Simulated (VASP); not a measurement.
# NaSi16C16 (a cell with a defect) in VASP: further runs

NaSi16C16 (a cell with a defect) is run at these levels: PBE; tasks: single point.

Program: VASP 6.6.1. These are calculated values, not measurements. Logs are shortened: lines on timing, memory, paths and dates and some standing lists are left out, and cuts for length are marked.

### 1 The cell of the first run

The cell holds a defect, 33 atoms: a = 6.188 Å, b = 6.188 Å, c = 10.129 Å, α = 90.00°, β = 90.00°, γ = 120.00°.

### 2 Single point, PBE

File INCAR:

```
SYSTEM = NaSi16C16
  PREC = Accurate
  ENCUT = 520
  EDIFF = 1E-6
  ISMEAR = -1
  SIGMA = 0.01
  LREAL = Auto
  LASPH = .TRUE.
  NELM = 120
  ALGO = Normal
  ISIF = 2
  LWAVE = .FALSE.
  LCHARG = .FALSE.
  GGA = PE
  NELECT = 134.0
  NBANDS = 90
  GGA_COMPAT = .FALSE.
  ISYM = -1
```

File KPOINTS:

```
explicit points
1
Reciprocal
  0.25000000   0.25000000   0.25000000 1
```

File POSCAR:

```
NaSi16C16
1.0
    6.1879230300      0.0000000600      0.0000000000
   -3.0939615600      5.3588985100      0.0000000000
    0.0000000000      0.0000000000     10.1287833600
Si C Na
16 16 1
Direct
    0.3580879310      0.1679143535      0.9534525181
    0.1713169933      0.3459966607      0.4353183244
   -0.0100869848     -0.0183733652      0.6572363890
   -0.0006898489      0.0041995571      0.1982739613
    0.3336584650      0.6645289089      0.9370923104
    0.1703074491      0.8349254948      0.4338535877
   -0.0033691332      0.4999189657      0.6854622864
    0.0017333725      0.5067858618      0.1912833883
    0.8058393399      0.1697460681      0.9570417942
    0.6677281269      0.3390159296      0.4378587084
    0.4941231011     -0.0068195040      0.6816908561
    0.4983440469      0.0028421830      0.1957722788
    0.8354439393      0.6694959688      0.9420544068
    0.6600720926      0.8344597219      0.4342582760
    0.5019532512      0.4984570924      0.6860958274
    0.5003982544      0.5057615786      0.1902977812
    0.3450088606      0.1623818734      0.7422964568
    0.1684217762      0.3432431098      0.2507577573
    0.0010797148      0.0036119363      0.4824860821
   -0.0038449110     -0.0027779962      0.0168244293
    0.3313276562      0.6609587723      0.7503969361
    0.1666520001      0.8375704413      0.2513454883
    0.0018856646      0.5055370978      0.4998045491
    0.0022193785      0.5056359987      0.0042229159
    0.8128546926      0.1626569247      0.7396151871
    0.6666959506      0.3401629937      0.2509004201
    0.4998355343      0.0025471596      0.4974264747
    0.4898143325     -0.0133303568      0.0112760828
    0.8360470603      0.6699617362      0.7482010159
    0.6626795468      0.8369945712      0.2511496109
    0.5020608238      0.5048565418      0.5001995620
    0.5014777291      0.5019708742      0.0032358279
    0.0702348819      0.1535238994      0.8403395252
```

Potentials or basis: VASP PAW PBE potentials, release 64 (Si, C, Na_pv).

Run with:

```bash
cat potpaw_PBE.64/Si/POTCAR potpaw_PBE.64/C/POTCAR potpaw_PBE.64/Na_pv/POTCAR > POTCAR
mpirun -np 1 vasp_std > vasp.out
```

OUTCAR:

```text
SYSTEM = NaSi16C16
   PREC = Accurate
   ENCUT = 520
   EDIFF = 1E-6
   ISMEAR = -1
   LREAL = Auto
   LASPH = .TRUE.
   NELM = 120
   ISIF = 2
   GGA = PE
   NELECT = 134.0
   ISYM = -1

 ion  position               nearest neighbor table
   1  0.358  0.168  0.953-  28 1.78  32 1.87  20 2.04  33 2.08  17 2.14   9 2.77  12 2.95  16 3.01
                            13 3.03   5 3.05   4 3.14
   2  0.171  0.346  0.435-  18 1.87  23 1.88  31 1.89  19 1.90   3 2.98   4 3.02  14 3.02   6 3.03
                             8 3.04  16 3.04   7 3.09  10 3.09  10 3.09  15 3.10
   3  0.990  0.982  0.657-  19 1.77  29 1.91  33 2.07  17 2.09  25 2.09   6 2.86  14 2.87   2 2.98
                             7 3.02  15 3.02  11 3.09  11 3.11
   4  0.999  0.004  0.198-  20 1.84  22 1.87  30 1.88  18 1.89  14 3.00   6 3.00   2 3.02   8 3.09
                            16 3.09  12 3.09  12 3.10  16 3.10   8 3.10   9 3.11   1 3.14
   5  0.334  0.665  0.937-  28 1.88  21 1.89  32 1.89  24 1.90  33 2.91   9 3.04   1 3.05  13 3.09
                            13 3.10  16 3.10  15 3.11   7 3.12  11 3.13   8 3.13
   6  0.170  0.835  0.434-  22 1.85  19 1.88  27 1.88  23 1.89   3 2.86  12 2.98   4 3.00   8 3.02
                             2 3.03  14 3.03  11 3.05  10 3.09  10 3.10   7 3.12
   7  0.997  0.500  0.685-  23 1.88  29 1.88  25 1.89  21 1.91  33 2.87   3 3.02  15 3.06  10 3.07
                            11 3.07   2 3.09   6 3.12  11 3.12   5 3.12  15 3.13  13 3.15
   8  0.002  0.507  0.191-  18 1.87  22 1.87  26 1.89  24 1.89   9 2.99   6 3.02   2 3.04  12 3.07
                            10 3.07  13 3.08   4 3.09  16 3.09  16 3.10   4 3.10  12 3.12   5 3.13
   9  0.806  0.170  0.957-  28 1.79  24 1.87  20 2.04  33 2.06  25 2.20   1 2.77  12 2.93   8 2.99
                            13 3.01   5 3.04   4 3.11
  10  0.668  0.339  0.438-  31 1.89  26 1.89  23 1.90  27 1.90  12 3.04  15 3.06   7 3.07   8 3.07
                            16 3.08  11 3.09   6 3.09  14 3.09   2 3.09   2 3.09  14 3.10   6 3.10
  11  0.494  0.993  0.682-  25 1.81  17 1.81  27 1.87  21 1.91  14 3.05   6 3.05   7 3.07  15 3.09
                            10 3.09   3 3.09  15 3.10   3 3.11   7 3.12   5 3.13
  12  0.498  0.003  0.196-  30 1.86  22 1.86  28 1.87  26 1.89   9 2.93   1 2.95   6 2.98  14 2.99
                            10 3.04   8 3.07  16 3.08   4 3.09   4 3.10  16 3.11   8 3.12
  13  0.835  0.669  0.942-  24 1.88  32 1.89  20 1.91  29 1.96  33 2.79   9 3.01   1 3.03   8 3.08
                            16 3.09   5 3.09   5 3.10   7 3.15
  14  0.660  0.834  0.434-  30 1.85  27 1.87  31 1.89  19 1.89   3 2.87  12 2.99   4 3.00   2 3.02
                             6 3.03  16 3.03  11 3.05  10 3.09  10 3.10  15 3.12
  15  0.502  0.498  0.686-  31 1.88  17 1.89  29 1.90  21 1.90  33 2.90   3 3.02   7 3.06  10 3.06
                            11 3.09   2 3.10  11 3.10   5 3.11  14 3.12   7 3.13
  16  0.500  0.506  0.190-  30 1.88  26 1.88  18 1.88  32 1.89   1 3.01  14 3.03   2 3.04  10 3.08
                            12 3.08   4 3.09   8 3.09  13 3.09   8 3.10   5 3.10   4 3.10  12 3.11
  17  0.345  0.162  0.742-  11 1.81  15 1.89  33 1.95   3 2.09   1 2.14
  18  0.168  0.343  0.251-   8 1.87   2 1.87  16 1.88   4 1.89
  19  0.001  0.004  0.482-   3 1.77   6 1.88  14 1.89   2 1.90
  20  0.996  0.997  0.017-   4 1.84  13 1.91  33 1.97   9 2.04   1 2.04
  21  0.331  0.661  0.750-   5 1.89  15 1.90   7 1.91  11 1.91
  22  0.167  0.838  0.251-   6 1.85  12 1.86   4 1.87   8 1.87
  23  0.002  0.506  0.500-   2 1.88   7 1.88   6 1.89  10 1.90
  24  0.002  0.506  0.004-   9 1.87  13 1.88   8 1.89   5 1.90
  25  0.813  0.163  0.740-  11 1.81   7 1.89  33 1.92   3 2.09   9 2.20
  26  0.667  0.340  0.251-  16 1.88  12 1.89  10 1.89   8 1.89
  27  0.500  0.003  0.497-  11 1.87  14 1.87   6 1.88  10 1.90
  28  0.490  0.987  0.011-   1 1.78   9 1.79  12 1.87   5 1.88
  29  0.836  0.670  0.748-   7 1.88  15 1.90   3 1.91  13 1.96
  30  0.663  0.837  0.251-  14 1.85  12 1.86  16 1.88   4 1.88
  31  0.502  0.505  0.500-  15 1.88  10 1.89  14 1.89   2 1.89
  32  0.501  0.502  0.003-   1 1.87   5 1.89  13 1.89  16 1.89
  33  0.070  0.154  0.840-  25 1.92  17 1.95  20 1.97   9 2.06   3 2.07   1 2.08  13 2.79   7 2.87
                            15 2.90   5 2.91

IMPORTANT INFORMATION: All symmetrisations will be switched off!
NOSYMM: (Re-)initialisation of all symmetry stuff for point group C_1.

----------------------------------------------------------------------------------------

                                     Primitive cell

  volume of cell :     335.8750

  direct lattice vectors                    reciprocal lattice vectors
     6.187923030  0.000000060  0.000000000     0.161605112  0.093302757  0.000000000
    -3.093961560  5.358898510  0.000000000    -0.000000002  0.186605511  0.000000000
     0.000000000  0.000000000 10.128783360     0.000000000  0.000000000  0.098728541

  length of vectors
     6.187923030  6.187923026 10.128783360     0.186605511  0.186605511  0.098728541

  position of ions in fractional coordinates (direct lattice)
     0.358087931  0.167914354  0.953452518
     0.171316993  0.345996661  0.435318324
     0.989913015  0.981626635  0.657236389
     0.999310151  0.004199557  0.198273961
     0.333658465  0.664528909  0.937092310
     0.170307449  0.834925495  0.433853588
[... 25 lines left out ...]
     0.501477729  0.501970874  0.003235828
     0.070234882  0.153523899  0.840339525

  ion indices of the primitive-cell ions
   primitive index   ion index
                 1           1
                 2           2
                 3           3
                 4           4
                 5           5
                 6           6
[... 25 lines left out ...]
                32          32
                33          33

----------------------------------------------------------------------------------------

 KPOINTS: explicit points

Read explicit list of k-points.

 Found      1 k-points:

 Following reciprocal coordinates:
            Coordinates               Weight
  0.250000  0.250000  0.250000      1.000000
   k-points           NKPTS =      1   k-points in BZ     NKDIM =      1   number of bands    NBANDS=     90
   number of dos      NEDOS =    301   number of ions     NIONS =     33
   total plane-waves  NPLWV = 184320
   dimension x,y,z NGX =    48 NGY =   48 NGZ =   80
   dimension x,y,z NGXF=    96 NGYF=   96 NGZF=  160
   ions per type =              16  16   1
   NGX,Y,Z   is equivalent  to a cutoff of  12.90, 12.90, 13.13 a.u.
   NGXF,Y,Z  is equivalent  to a cutoff of  25.79, 25.79, 26.26 a.u.
 SYSTEM =  NaSi16C16
   PREC   = accura    normal or accurate (medium, high low for compatibility)
   ISTART =      0    job   : 0-new  1-cont  2-samecut
   ICHARG =      2    charge: 1-file 2-atom 10-const
   ISPIN  =      1    spin polarized calculation?
   LNONCOLLINEAR =      F non collinear calculations
   LSORBIT =      F    spin-orbit coupling
   LASPH  =      T    aspherical Exc in radial PAW
   ENCUT  =  520.0 eV  38.22 Ry    6.18 a.u.  11.51 11.51 18.83*2*pi/ulx,y,z
   NELM   =    120;   NELMIN=  2; NELMDL= -5     # of ELM steps
   EDIFF  = 0.1E-05   stopping-criterion for ELM
   LREAL  =      T    real-space projection
   EDIFFG = 0.1E-04   stopping-criterion for IOM
   NSW    =      0    number of steps for IOM
   IBRION =     -1    ionic relax: 0-MD 1-quasi-New 2-CG
   NFREE  =      0    steps in history (QN), initial steepest desc. (CG)
   ISIF   =      2    stress and relaxation
   ISYM   =     -1    0-nonsym 1-usesym 2-fastsym
   POTIM  = 0.5000    time-step for ionic-motion
   TEBEG  =    0.0;   TEEND  =   0.0 temperature during run
   PSTRESS=    0.0 pullay stress
   NELECT =     134.0000    total number of electrons
   NUPDOWN=      -1.0000    fix difference up-down
   EMIN   =  10.00;   EMAX   =-10.00  energy-range for DOS
   EFERMI =   0.00;   METHOD = LEGACY
   ISMEAR =    -1;   SIGMA  =   0.01  broadening in eV -4-tet -1-fermi 0-gaus
   EFERMI_NEDOS =   21; number of points for ismear=-14 and -15
   IALGO  =     38    algorithm
   IMIX   =      4    mixing-type and parameters
     AMIX     =   0.40;   BMIX     =  1.00
     AMIX_MAG =   1.60;   BMIX_MAG =  1.00
  volume/ion in A,a.u.               =      10.18        68.68
  Fermi-wavevector in a.u.,A,eV,Ry     =   1.205176  2.277453 19.761775  1.452450
  Thomas-Fermi vector in A             =   2.340880
   LORBIT       =      0    0 simple, 1 ext, 2 COOP (PROOUT), +10 PAW based schemes
   GGA     = PE    functional components
   LHFCALC =     F    Hartree Fock is set to
   AEXX    =    0.0000 exact exchange contribution
   IVDW    =     0    specifies the selected vdW correction
   LEPSILON=     F    determine dielectric tensor
   LRPA    =     F    only Hartree local field effects (RPA)
 non-spin polarized calculation
  energy-cutoff  :      520.00
  volume of cell :      335.88
 maximum number of plane-waves:      9024
 NGX is ok and might be reduce to    48
   NGX = 23   NGY = 23   NGZ = 37

 number of electron     134.0000003 magnetization

 Free energy of the ion-electron system (eV)
  ---------------------------------------------------
  ext. energy  EPLUGINS =         0.00000000
  ---------------------------------------------------
  free energy    TOTEN  =      -248.29378589 eV

  energy without entropy =     -248.29378589  energy(sigma->0) =     -248.29378589

 E-fermi :   7.9339     XC(G=0): -11.4048

 val. band max:        7.6549864860   @ k =   0.2500   0.2500   0.2500
 cond. band min:      11.5581365276   @ k =   0.2500   0.2500   0.2500
 fundamental gap:      3.9031500416
 Fermi energy:         7.9338913793

 k-point     1 :       0.2500    0.2500    0.2500
  band No.  band energies     occupation
      1     -15.6941      2.00000
      2     -15.6475      2.00000
      3     -15.2181      2.00000
      4      -6.4100      2.00000
      5      -5.8253      2.00000
      6      -5.4769      2.00000
[... 71 lines left out ...]
     78      13.5910      0.00000
     79      13.6681      0.00000
 [bands above 79 left out]

------------------------ aborting loop because EDIFF is reached ----------------------------------------

  FORCE on cell =-STRESS in cart. coord.  units (eV):
  Direction    XX          YY          ZZ          XY          YZ          ZX
  --------------------------------------------------------------------------------------
  -------------------------------------------------------------------------------------
  Total       18.3865898    -15.5232792     24.7398513     -8.6315989     -0.0312368     -0.3171305
  in kB       87.7069584    -74.0485111    118.0130261    -41.1741001     -0.1490044     -1.5127628
  external PRESSURE =      43.8904912 kB  Pullay stress =       0.0000000 kB

 VOLUME and BASIS-vectors are now :
 -----------------------------------------------------------------------------
  energy-cutoff  :      520.00
  volume of cell :      335.88
      direct lattice vectors                 reciprocal lattice vectors
     6.187923030  0.000000060  0.000000000     0.161605112  0.093302757  0.000000000
    -3.093961560  5.358898510  0.000000000    -0.000000002  0.186605511  0.000000000
     0.000000000  0.000000000 10.128783360     0.000000000  0.000000000  0.098728541

 POSITION                                       TOTAL-FORCE (eV/Angst)
 -----------------------------------------------------------------------------------
      1.69630      0.89984      9.65731         0.448924     -0.115970      0.246135
     -0.01040      1.85416      4.40925        -0.016521     -0.111057      0.054187
      3.08839      5.26044      6.65701        -0.146468     -0.517302      0.249456
      6.17066      0.02251      2.00827        -0.019612     -0.087290     -0.131529
      0.00863      3.56114      9.49161        -0.031177     -0.158640      0.031277
     -1.52938      4.47428      4.39441        -0.074082     -0.055156      0.000085
[... 25 lines left out ...]
      1.55003      2.69001      0.03277         0.100580     -0.014081     -0.084699
     -0.04039      0.82272      8.51162         0.526991      3.091676      0.074389
 -----------------------------------------------------------------------------------
    total drift:                                0.024404     -0.050157     -0.021572

  FREE ENERGIE OF THE ION-ELECTRON SYSTEM (eV)
  ---------------------------------------------------
  free  energy   TOTEN  =      -248.2937858941 eV

  energy  without entropy=     -248.2937858941  energy(sigma->0) =     -248.29378589
```

Run time: 41 s. Hardware: 1 thread of Intel Xeon 6975P-C (Granite Rapids), shared host; peak memory 0.41 GiB.

Results:

* Free energy: -248.2938 eV
* Largest force: 3.137 eV/Å

Forces on the atoms (eV/Å):
```
Si   0.449 -0.116  0.246
Si  -0.017 -0.111  0.054
Si  -0.146 -0.517  0.249
Si  -0.020 -0.087 -0.132
Si  -0.031 -0.159  0.031
Si  -0.074 -0.055  0.000
Si  -0.119 -0.109  0.031
Si  -0.029 -0.052 -0.093
Si  -0.350 -0.328  0.161
Si  -0.014 -0.055 -0.007
Si  -0.024 -0.225 -0.174
Si  -0.011 -0.091  0.149
Si  -0.045  0.451 -0.403
Si   0.035 -0.049 -0.015
Si   0.070 -0.061 -0.010
Si   0.012 -0.036 -0.049
C    0.422 -0.081 -0.164
C   -0.014 -0.073 -0.027
C   -0.015 -0.101  0.204
C   -0.057 -0.204 -0.136
C   -0.037 -0.179 -0.008
C   -0.052 -0.073  0.005
C   -0.028 -0.070  0.034
C   -0.156 -0.103 -0.147
C   -0.344 -0.286 -0.154
C   -0.007 -0.050 -0.005
C   -0.011 -0.112 -0.097
C   -0.021 -0.315  0.233
C   -0.027  0.280  0.212
C    0.035 -0.062  0.008
C   -0.003 -0.049  0.014
C    0.101 -0.014 -0.085
Na   0.527  3.092  0.074
```

Caveat: the cell carries a net charge on a neutralising background, which shifts energy and pressure; the cell is charged against a uniform background, so pressure and absolute levels hang on convention.

### 3 Single point, PBE

File INCAR:

```
PREC = Accurate
ENCUT = 520
EDIFF = 1E-6
ISMEAR = -1
SIGMA = 0.01
LREAL = Auto
LASPH = True
NELM = 120
ALGO = Normal
ISIF = 2
LWAVE = False
LCHARG = False
GGA = PE
NBANDS = 90
NELECT = 134.0
GGA_COMPAT = False
ISYM = -1
```

KPOINTS is that of step 2.

File POSCAR:

```
NaSi16C16
1.0
    6.1879230300      0.0000000600      0.0000000000
   -3.0939615600      5.3588985100      0.0000000000
    0.0000000000      0.0000000000     10.1287833600
Si C Na
16 16 1
Direct
    0.3371405940      0.1705813197      0.9466965241
    0.1712903417      0.3485022130      0.4335783326
    0.0083999395      0.0074199949      0.6480783295
   -0.0010359027      0.0053048215      0.2019636443
    0.3362335892      0.6704833042      0.9365593737
    0.1715693776      0.8345834468      0.4336432959
    0.0018025489      0.5026281044      0.6842670786
    0.0009497545      0.5059765537      0.1939774927
    0.8268068078      0.1849508716      0.9529476204
    0.6661868940      0.3385152670      0.4380313846
    0.4983023268      0.0029901611      0.6870162736
    0.4977271983      0.0041473019      0.1906706789
    0.8206314481      0.6391638029      0.9547159472
    0.6561910935      0.8337472621      0.4345837840
    0.4965875883      0.4984563461      0.6861921865
    0.4969705577      0.5041082538      0.1916224221
    0.3259616716      0.1631706551      0.7463850031
    0.1672788999      0.3436833123      0.2516407854
    0.0010893819      0.0053979376      0.4765664175
    0.0005661213      0.0038976293      0.0228888300
    0.3350696032      0.6685674254      0.7504682181
    0.1675387785      0.8377424916      0.2512401450
    0.0014538483      0.5053825884      0.4989820416
    0.0095023568      0.5078579104      0.0087291827
    0.8311675739      0.1763192470      0.7429151886
    0.6645747751      0.3390299250      0.2510773416
    0.4998522365      0.0047505975      0.5007796909
    0.4958582381      0.0012487585      0.0042887678
    0.8250600156      0.6491686573      0.7419001605
    0.6593331841      0.8365928095      0.2509830559
    0.4996177264      0.5037451194      0.5000024011
    0.4928748634      0.4993054012      0.0057670302
   -0.0486360015     -0.0280180707      0.8383688048
```

Potentials or basis: VASP PAW PBE potentials, release 64 (Si, C, Na_pv).

Run with:

```bash
cat potpaw_PBE.64/Si/POTCAR potpaw_PBE.64/C/POTCAR potpaw_PBE.64/Na_pv/POTCAR > POTCAR
mpirun -np 1 vasp_std > vasp.out
```

It took 46 s on 1 thread of Intel Xeon 6975P-C (Granite Rapids), shared host; peak memory 0.4 GiB.

The run converged. Its results:

- Free energy: -247.5683 eV
- Largest force: 0.113 eV/Å

Forces on the atoms (eV/Å):
```
Si   0.013  0.004  0.014
Si  -0.003 -0.002 -0.003
Si   0.011  0.044 -0.075
Si   0.000 -0.001 -0.014
Si  -0.004 -0.001  0.013
Si  -0.009  0.008 -0.006
Si  -0.014  0.009 -0.003
Si   0.004 -0.001 -0.014
Si  -0.029  0.024  0.014
Si  -0.003 -0.002 -0.004
Si  -0.003  0.006 -0.011
Si   0.000 -0.001 -0.008
Si   0.003 -0.043  0.022
Si   0.001  0.008 -0.004
Si   0.008  0.014 -0.005
Si  -0.001 -0.001 -0.010
C    0.017  0.005 -0.008
C    0.000  0.004  0.008
C    0.003 -0.019 -0.006
C    0.012  0.011  0.112
C   -0.008 -0.013 -0.001
C    0.000 -0.002 -0.001
C    0.011 -0.009  0.018
C    0.003  0.003  0.005
C   -0.042  0.034 -0.019
C    0.003 -0.005  0.005
C    0.004 -0.007  0.002
C    0.004  0.001  0.001
C    0.004 -0.072 -0.026
C    0.000  0.000  0.003
C   -0.001 -0.007  0.006
C   -0.003  0.002  0.005
Na   0.018  0.008 -0.011
```

Levels at points of the mesh, in eV from the Fermi level:
```tsv
k point	band 65	band 66	band 67	band 68	band 69	band 70
(0.25, 0.25, 0.25)	-0.74	-0.56	-0.25	3.59	3.78	4.06
```

Caveat: the cell carries a net charge on a neutralising background, which shifts energy and pressure; the cell is charged against a uniform background, so pressure and absolute levels hang on convention.

(Part 1 of 2 ends here.)
